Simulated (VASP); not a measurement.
A run of VASP 6.6.1:

File POSCAR:

```
Re
1.0
    2.7683205747      0.0000000000      0.0000000000
    0.0000000000      3.9149965018      0.0000000000
    0.0000000000      0.0000000000     17.3842000000
Re
2
Direct
    0.2500000000      0.2500000000      0.4707734812
    0.7500000000      0.7500000000      0.5292265188
```

The input INCAR.step1:

```
SYSTEM = Re
PREC = Accurate
ENCUT = 520
ISMEAR = -1
SIGMA = 0.08
LREAL = .False.
LASPH = .True.
NELM = 80
LDIPOL = .True.
IDIPOL = 3
DIPOL = 0.5 0.5 0.500
NBANDS = 14
GGA = PE
ALGO = Normal
EDIFF = 1E-4
LWAVE = .True.
LCHARG = .False.
```

INCAR.step2

```
SYSTEM = Re
PREC = Accurate
ENCUT = 520
EDIFF = 1E-6
ISMEAR = -1
SIGMA = 0.08
LREAL = .False.
LASPH = .True.
NELM = 80
ALGO = Normal
ISIF = 2
LWAVE = .False.
LCHARG = .False.
LDIPOL = .True.
IDIPOL = 3
DIPOL = 0.5 0.5 0.500
METAGGA = R2SCAN
LMIXTAU = .True.
IVDW = 12
VDW_S6 = 1.0
VDW_S8 = 0.78981345
VDW_A1 = 0.49484001
VDW_A2 = 5.73083694
NBANDS = 14
ISTART = 1
```

The input KPOINTS:

```
regular mesh
0
Gamma
  15 11 1
  0 0 0
```

Potentials or basis: VASP PAW PBE potentials, release 64 (Re).

Run with:

```bash
$ cat potpaw_PBE.64/Re/POTCAR > POTCAR
$ cp INCAR.step1 INCAR
$ mpirun -np 1 vasp_std > vasp.out
$ cp INCAR.step2 INCAR
$ mpirun -np 1 vasp_std > vasp.out
```

Hardware: 1 thread of AMD EPYC 9755 128-Core Processor (shared host).

Task: How long does it take, and how much memory?

Result: It took 13 min on 1 thread of AMD EPYC 9755 128-Core Processor, on a shared host, peak memory 0.37 GiB. Counts: k points 48.
